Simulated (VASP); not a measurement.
Wanted: the native input for a VASP 6.6.1 run.

* Task: single point
* Functional: PBE
* Potentials or basis: VASP PAW PBE potentials, release 64 (Na_pv, Al)
* Cutoff: 520 eV
* k mesh: 6 × 6 × 6
* Occupations: gaussian, width 0.1 eV
* Spin: no spin polarisation
* Dipole correction: no
* Further INCAR settings: ALGO = Normal; EDIFF = 1e-07; NBANDS = 12

The structure of NaAl lies in POSCAR:

```
NaAl
1.0
    3.3234359248      0.0000000000      0.0000000000
    0.0000000000      3.3234359248      0.0000000000
    0.0000000000      0.0000000000      3.3234359248
Na Al
1 1
Direct
    0.0000000000      0.0000000000      0.0000000000
    0.5000000000      0.5000000000      0.5000000000
```

These files were run (other wordings do the same):

INCAR

```
  PREC = Accurate
  ENCUT = 520
  EDIFF = 1E-7
  ISMEAR = 0
  SIGMA = 0.1
  LREAL = False
  LASPH = True
  NELM = 100
  ALGO = Normal
  ISIF = 2
  LWAVE = False
  LCHARG = False
  GGA = PE
  NBANDS = 12
```

KPOINTS

```
regular mesh
0
Gamma
  6 6 6
```

Potentials or basis: VASP PAW PBE potentials, release 64 (Na_pv, Al).

Run with:

```console
$ cat potpaw_PBE.64/Na_pv/POTCAR potpaw_PBE.64/Al/POTCAR > POTCAR
$ mpirun -np 1 vasp_std > vasp.out
```

Results of the run:

```
Pressure               : 10.5 GPa
Band gap on the k mesh : zero (band 5 reaches 8.96 eV, above the bottom of band 6 at 3.14 eV)
```

It took 4.9 s on 1 thread of AMD EPYC 9R14 (Zen 4), on a shared host, peak memory 0.12 GiB.
